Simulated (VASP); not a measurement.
# YAl3N4 (P-1) in VASP: single point with PBE

Aim: the single point of YAl3N4 with PBE.

Everything below comes from runs of VASP 6.6.1. Logs are shortened: lines on timing, memory, paths and dates and some standing lists are left out, and cuts for length are marked.

## Step 1: The cell of the first run

The typed cell holds 16 atoms: a = 5.788 Å, b = 5.866 Å, c = 7.023 Å, α = 108.26°, β = 89.76°, γ = 119.66°.

## Step 2: Single point, PBE

Contents of INCAR:

```
  PREC = Accurate
  ENCUT = 520
  EDIFF = 1E-6
  ISMEAR = 0
  SIGMA = 0.02
  LREAL = Auto
  LASPH = T
  NELM = 100
  ALGO = Normal
  ISIF = 2
  LWAVE = F
  LCHARG = T
  GGA = PE
  LELF = T
  LVHAR = T
  NBANDS = 54
```

Contents of KPOINTS:

```
regular mesh
0
Gamma
  6 6 4
```

Contents of POSCAR:

```
YAl3N4
1.0
    5.0190411379     -2.8833425524      0.0006094753
   -3.4097880977     -0.1094874469     -4.7720367943
    3.5237981002      6.0746623991      0.0478838591
Y Al N
2 6 8
Direct
    0.3203308028      0.0094201021     -0.0107086888
    0.9296691972      0.4905798979      0.1357086888
    0.8358819203     -0.0161283760      0.2533916343
    0.3553191295      0.0828675805      0.5161751192
    0.8198467241     -0.0567519558      0.7298395888
    0.4301532759      0.5567519558      0.3951604112
    0.8946808705      0.4171324195      0.6088248808
    0.4141180797      0.5161283760      0.8716083657
    0.5489089880      0.5315924585      0.1396043199
    0.0622715432      0.4095942704      0.3887196335
    0.6108684824      0.5127421816      0.6104552239
    0.0985298047      0.5396513781      0.8557952232
    0.7010910120     -0.0315924585     -0.0146043199
    0.1514701953     -0.0396513781      0.2692047768
    0.6391315176     -0.0127421816      0.5145447761
    0.1877284568      0.0904057296      0.7362803665
```

Potentials or basis: VASP PAW PBE potentials, release 64 (Y_sv, Al, N).

Launch:

```
$ cat potpaw_PBE.64/Y_sv/POTCAR potpaw_PBE.64/Al/POTCAR potpaw_PBE.64/N/POTCAR > POTCAR
$ mpirun -np 1 vasp_std > vasp.out
```

OUTCAR:

```text
PREC = Accurate
   ENCUT = 520
   EDIFF = 1E-6
   ISMEAR = 0
   LREAL = Auto
   LASPH = T
   NELM = 100
   ISIF = 2
   GGA = PE

 ion  position               nearest neighbor table
   1  0.320  0.009  0.989-  16 2.21  14 2.23  12 2.24  13 2.33   9 2.49   8 3.07   8 3.12   2 3.13
                             5 3.22   2 3.25   3 3.32   7 3.32   6 3.33   4 3.47   5 3.53   4 3.58
   2  0.930  0.491  0.136-  10 2.21  12 2.23  14 2.24   9 2.33  13 2.49   3 3.07   3 3.12   1 3.13
                             6 3.22   1 3.25   8 3.32   4 3.32   5 3.33   7 3.47   6 3.53   7 3.58
   3  0.836  0.984  0.253-  14 1.91  13 2.00  10 2.04  15 2.15   9 2.18   7 2.83   6 2.92   2 3.07
                             8 3.08   2 3.12   4 3.23   6 3.26   1 3.32   1 3.61
   4  0.355  0.083  0.516-  14 1.82  16 1.82  15 1.98  11 2.06   7 2.68   8 2.83   6 2.99   6 3.18
                             3 3.23   5 3.28   2 3.32   1 3.47   1 3.58
   5  0.820  0.943  0.730-  16 1.85  13 1.91  15 1.99  11 2.05   6 2.72   8 2.92   7 2.99   7 3.18
                             1 3.22   8 3.26   4 3.28   2 3.33   1 3.53
   6  0.430  0.557  0.395-  10 1.85   9 1.91  11 1.99  15 2.05   5 2.72   3 2.92   4 2.99   4 3.18
                             2 3.22   3 3.26   7 3.28   1 3.33   2 3.53
   7  0.895  0.417  0.609-  12 1.82  10 1.82  11 1.98  15 2.06   4 2.68   3 2.83   5 2.99   5 3.18
                             8 3.23   6 3.28   1 3.32   2 3.47   2 3.58
   8  0.414  0.516  0.872-  12 1.91   9 2.00  16 2.04  11 2.15  13 2.18   4 2.83   5 2.92   1 3.07
                             3 3.08   1 3.12   7 3.23   5 3.26   2 3.32   2 3.61
   9  0.549  0.532  0.140-   6 1.91   8 2.00   3 2.18   2 2.33   1 2.49
  10  0.062  0.410  0.389-   7 1.82   6 1.85   3 2.04   2 2.21
  11  0.611  0.513  0.610-   7 1.98   6 1.99   5 2.05   4 2.06   8 2.15
  12  0.099  0.540  0.856-   7 1.82   8 1.91   2 2.23   1 2.24
  13  0.701  0.968  0.985-   5 1.91   3 2.00   8 2.18   1 2.33   2 2.49
  14  0.151  0.960  0.269-   4 1.82   3 1.91   1 2.23   2 2.24
  15  0.639  0.987  0.515-   4 1.98   5 1.99   6 2.05   7 2.06   3 2.15
  16  0.188  0.090  0.736-   4 1.82   5 1.85   8 2.04   1 2.21

  LATTYP: Found a triclinic cell.
 ALAT       =     5.8660870722
 B/A-ratio  =     0.9867398494
 C/A-ratio  =     1.1972016204
 COS(alpha) =     0.0042012718
 COS(beta)  =     0.3133491721
 COS(gamma) =     0.4948090801

  Lattice vectors:

 A1 = (   3.4097880977,   0.1094874469,   4.7720367943)
 A2 = (   5.0190411379,  -2.8833425524,   0.0006094753)
 A3 = (   3.5237981002,   6.0746623991,   0.0478838591)

Analysis of symmetry for initial positions (statically):
=====================================================================
 Subroutine PRICEL returns:
 Original cell was already a primitive cell.

 Routine SETGRP: Setting up the symmetry group for a
 triclinic supercell.

 Subroutine GETGRP returns: Found  2 space group operations
 (whereof  1 operations were pure point group operations)
 out of a pool of  2 trial point group operations.

The static configuration has the point symmetry C_1 .
 The point group associated with its full space group is S_2 .

Analysis of symmetry for dynamics (positions and initial velocities):
=====================================================================
 Subroutine PRICEL returns:
 Original cell was already a primitive cell.

 Routine SETGRP: Setting up the symmetry group for a
 triclinic supercell.

 Subroutine GETGRP returns: Found  2 space group operations
 (whereof  1 operations were pure point group operations)
 out of a pool of  2 trial point group operations.

The dynamic configuration has the point symmetry C_1 .
 The point group associated with its full space group is S_2 .

 Subroutine INISYM returns: Found  2 space group operations
 (whereof  1 operations are pure point group operations),
 and found     1 'primitive' translations

----------------------------------------------------------------------------------------

                                     Primitive cell

  volume of cell :     193.4705

  direct lattice vectors                    reciprocal lattice vectors
     5.019041138 -2.883342552  0.000609475     0.149807205 -0.086072157 -0.105067715
    -3.409788098 -0.109487447 -4.772036794     0.000732763  0.001231110 -0.210105957
     3.523798100  6.074662399  0.047883859     0.071119297  0.123786184 -0.053657332

  length of vectors
     5.788301874  5.866087072  7.022888948     0.202212363  0.210110841  0.152512567

  position of ions in fractional coordinates (direct lattice)
[... 45 lines left out ...]

  Cartesian coordinates                     Fractional coordinates (reciprocal lattice)
     0.024967867 -0.014345360 -0.017511286     0.166666667 -0.000000000  0.000000000
     0.000122127  0.000205185 -0.035017659    -0.000000000  0.166666667 -0.000000000
     0.017779824  0.030946546 -0.013414333     0.000000000  0.000000000  0.250000000

  Length of vectors
     0.033702060  0.035018474  0.038128142

  Shift w.r.t. Gamma in fractional coordinates (k-lattice)
     0.000000000  0.000000000  0.000000000

 Subroutine IBZKPT returns following result:
 ===========================================

 Found     76 irreducible k-points:

 Following reciprocal coordinates:
            Coordinates               Weight
  0.000000  0.000000  0.000000      1.000000
  0.166667  0.000000 -0.000000      2.000000
  0.333333  0.000000 -0.000000      2.000000
  0.500000  0.000000 -0.000000      1.000000
 -0.000000  0.166667  0.000000      2.000000
  0.166667  0.166667  0.000000      2.000000
[... 16 lines left out ...]
  0.333333  0.000000  0.250000      2.000000
  0.500000  0.000000  0.250000      2.000000
 [... further k-points ...]
   k-points           NKPTS =     76   k-points in BZ     NKDIM =     76   number of bands    NBANDS=     54
   number of dos      NEDOS =    301   number of ions     NIONS =     16
   total plane-waves  NPLWV = 124416
   dimension x,y,z NGX =    48 NGY =   48 NGZ =   54
   dimension x,y,z NGXF=    96 NGYF=   96 NGZF=  108
   ions per type =               2   6   8
   NGX,Y,Z   is equivalent  to a cutoff of  13.79, 13.60, 12.78 a.u.
   NGXF,Y,Z  is equivalent  to a cutoff of  27.57, 27.21, 25.57 a.u.
 SYSTEM =  unknown system
   PREC   = accura    normal or accurate (medium, high low for compatibility)
   ISTART =      0    job   : 0-new  1-cont  2-samecut
   ICHARG =      2    charge: 1-file 2-atom 10-const
   ISPIN  =      1    spin polarized calculation?
   LNONCOLLINEAR =      F non collinear calculations
   LSORBIT =      F    spin-orbit coupling
   LASPH  =      T    aspherical Exc in radial PAW
   ENCUT  =  520.0 eV  38.22 Ry    6.18 a.u.  10.76 10.91 13.06*2*pi/ulx,y,z
   NELM   =    100;   NELMIN=  2; NELMDL= -5     # of ELM steps
   EDIFF  = 0.1E-05   stopping-criterion for ELM
   LREAL  =      T    real-space projection
   EDIFFG = 0.1E-04   stopping-criterion for IOM
   NSW    =      0    number of steps for IOM
   IBRION =     -1    ionic relax: 0-MD 1-quasi-New 2-CG
   NFREE  =      0    steps in history (QN), initial steepest desc. (CG)
   ISIF   =      2    stress and relaxation
   ISYM   =      2    0-nonsym 1-usesym 2-fastsym
   POTIM  = 0.5000    time-step for ionic-motion
   TEBEG  =    0.0;   TEEND  =   0.0 temperature during run
   PSTRESS=    0.0 pullay stress
   NELECT =      80.0000    total number of electrons
   NUPDOWN=      -1.0000    fix difference up-down
   EMIN   =  10.00;   EMAX   =-10.00  energy-range for DOS
   EFERMI =   0.00;   METHOD = LEGACY
   ISMEAR =     0;   SIGMA  =   0.02  broadening in eV -4-tet -1-fermi 0-gaus
   EFERMI_NEDOS =   21; number of points for ismear=-14 and -15
   IALGO  =     38    algorithm
   IMIX   =      4    mixing-type and parameters
     AMIX     =   0.40;   BMIX     =  1.00
     AMIX_MAG =   1.60;   BMIX_MAG =  1.00
  volume/ion in A,a.u.               =      12.09        81.60
  Fermi-wavevector in a.u.,A,eV,Ry     =   1.219645  2.304794 20.239112  1.487533
  Thomas-Fermi vector in A             =   2.354889
   LORBIT       =      0    0 simple, 1 ext, 2 COOP (PROOUT), +10 PAW based schemes
   GGA     = PE    functional components
   LHFCALC =     F    Hartree Fock is set to
   AEXX    =    0.0000 exact exchange contribution
   IVDW    =     0    specifies the selected vdW correction
   LEPSILON=     F    determine dielectric tensor
   LRPA    =     F    only Hartree local field effects (RPA)
 non-spin polarized calculation
 Gauss-broadening in eV      SIGMA  =   0.02
  energy-cutoff  :      520.00
  volume of cell :      193.47
 maximum number of plane-waves:      5228
 NGX is ok and might be reduce to    48
   NGX = 21   NGY = 21   NGZ = 27

 number of electron      80.0000003 magnetization

 Free energy of the ion-electron system (eV)
  ---------------------------------------------------
  ext. energy  EPLUGINS =         0.00000000
  ---------------------------------------------------
  free energy    TOTEN  =      -121.95818672 eV

  energy without entropy =     -121.95818672  energy(sigma->0) =     -121.95818672

 E-fermi :   5.8393     XC(G=0): -10.7126

 val. band max:        5.6303266131   @ k =   0.0000   0.0000   0.0000
 cond. band min:       7.9807148750   @ k =   0.0000   0.0000   0.0000
 fundamental gap:      2.3503882618
 Fermi energy:         5.8392613601

 k-point     1 :       0.0000    0.0000    0.0000
  band No.  band energies     occupation
      1     -34.9119      2.00000
      2     -34.8085      2.00000
      3     -15.6679      2.00000
      4     -15.2716      2.00000
      5     -15.2208      2.00000
      6     -15.1614      2.00000
[... 1309 lines left out ...]
     51      11.8747      0.00000
     52      12.2476      0.00000

 [... further k-points ...]

 [bands above 52 left out]

------------------------ aborting loop because EDIFF is reached ----------------------------------------

  FORCE on cell =-STRESS in cart. coord.  units (eV):
  Direction    XX          YY          ZZ          XY          YZ          ZX
  --------------------------------------------------------------------------------------
  -------------------------------------------------------------------------------------
  Total       -0.2825652     -0.2562483     -0.2586030     -0.0120209     -0.0188394     -0.0180627
  in kB       -2.3399932     -2.1220560     -2.1415558     -0.0995478     -0.1560136     -0.1495814
  external PRESSURE =      -2.2012017 kB  Pullay stress =       0.0000000 kB

 VOLUME and BASIS-vectors are now :
 -----------------------------------------------------------------------------
  energy-cutoff  :      520.00
  volume of cell :      193.47
      direct lattice vectors                 reciprocal lattice vectors
     5.019041138 -2.883342552  0.000609475     0.149807205 -0.086072157 -0.105067715
    -3.409788098 -0.109487447 -4.772036794     0.000732763  0.001231110 -0.210105957
     3.523798100  6.074662399  0.047883859     0.071119297  0.123786184 -0.053657332

 POSITION                                       TOTAL-FORCE (eV/Angst)
 -----------------------------------------------------------------------------------
      5.06170      5.08496      0.00261         0.003410      0.001801      0.004565
      3.47148     -1.90988     -2.33400        -0.003410     -0.001801     -0.004565
      1.73343     -0.97859     -4.68243        -0.001897     -0.006513      0.000129
      3.31970      2.10201     -0.37051         0.009134     -0.004009     -0.001116
      3.47038      1.96636     -4.46577         0.000011      0.003807      0.003425
      1.65302      1.09923     -2.63766        -0.000011     -0.003807     -0.003425
[... 8 lines left out ...]
      1.65464      1.17476     -4.68620        -0.003086      0.005379     -0.001018
      3.22846      3.92147     -0.39605        -0.000308      0.000547      0.003967
 -----------------------------------------------------------------------------------
    total drift:                               -0.000007     -0.000025     -0.000002

  FREE ENERGIE OF THE ION-ELECTRON SYSTEM (eV)
  ---------------------------------------------------
  free  energy   TOTEN  =      -121.9581867198 eV

  energy  without entropy=     -121.9581867198  energy(sigma->0) =     -121.95818672
```

Wall time 24 min (1 thread of AMD EPYC 9R45 (Zen 5), shared host); peak memory 0.64 GiB.

What came out:

```
Free energy            : -121.9582 eV
Pressure               : -0.2 GPa
Largest force          : 0.010 eV/Å
Band gap on the k mesh : 2.35 eV
```

Forces in eV/Å, atoms in the order of the input:
```
Y    0.003  0.002  0.005
Y   -0.003 -0.002 -0.005
Al  -0.002 -0.007  0.000
Al   0.009 -0.004 -0.001
Al   0.000  0.004  0.003
Al   0.000 -0.004 -0.003
Al  -0.009  0.004  0.001
Al   0.002  0.007  0.000
N    0.002  0.001 -0.001
N    0.000 -0.001 -0.004
N    0.003 -0.005  0.001
N   -0.004  0.002 -0.001
N   -0.002 -0.001  0.001
N    0.004 -0.002  0.001
N   -0.003  0.005 -0.001
N    0.000  0.001  0.004
```

A k mesh can miss the band edges.
